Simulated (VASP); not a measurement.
Write the native input for VASP 6.6.1 that does the following.

```yaml
Task: single point
Functional: PBE
Potentials_or_basis: VASP PAW PBE potentials, release 64 (Si, C)
Cutoff: 520 eV
k_mesh: 12 × 12 × 6
Occupations: gaussian, width 0.05 eV
Spin: no spin polarisation
Dipole_correction: no
Further_INCAR_settings: ALGO = Normal; EDIFF = 1e-06; NBANDS = 16
```

The structure of SiC lies in POSCAR:

```
SiC
1.0
    3.0917664073      0.0000000000      0.0000000000
   -1.5458832036      2.6775482513      0.0000000000
    0.0000000000      0.0000000000      4.6680994832
Si C
2 2
Direct
    0.3333333333      0.6666666667      0.0045635313
    0.6666666667      0.3333333333      0.5045635313
    0.3333333333      0.6666666667      0.3804364687
    0.6666666667      0.3333333333      0.8804364687
```

This cell differs from its parent crystal: strain +0.000 along x and y, -0.080 along z.

One way to write it, as run:

INCAR

```
SYSTEM = SiC
PREC = Accurate
ENCUT = 520
EDIFF = 1E-6
ISMEAR = 0
SIGMA = 0.05
LREAL = .FALSE.
LASPH = .TRUE.
NELM = 60
ALGO = Normal
ISIF = 2
LWAVE = .FALSE.
LCHARG = .FALSE.
GGA = PE
NBANDS = 16
```

KPOINTS

```
regular mesh
0
G
  12 12 6
  0 0 0
```

Potentials or basis: VASP PAW PBE potentials, release 64 (Si, C).

Run with:

```console
$ cat potpaw_PBE.64/Si/POTCAR potpaw_PBE.64/C/POTCAR > POTCAR
$ mpirun -np 1 vasp_std > vasp.out
```

Results of the run:

- Pressure: 22.9 GPa
- Largest force: 1.625 eV/Å
- Band gap on the k mesh: 2.08 eV, indirect (least direct gap 3.28 eV)

Caveat: the cell differs from its parent crystal (strain +0.000 along x and y, -0.080 along z); forces of over 1 eV/Å act on the atoms, so gaps and moduli don't describe the material at rest.

Wall time 31 s on 1 thread of Intel Xeon 6975P-C, on a shared host, peak memory 0.17 GiB.
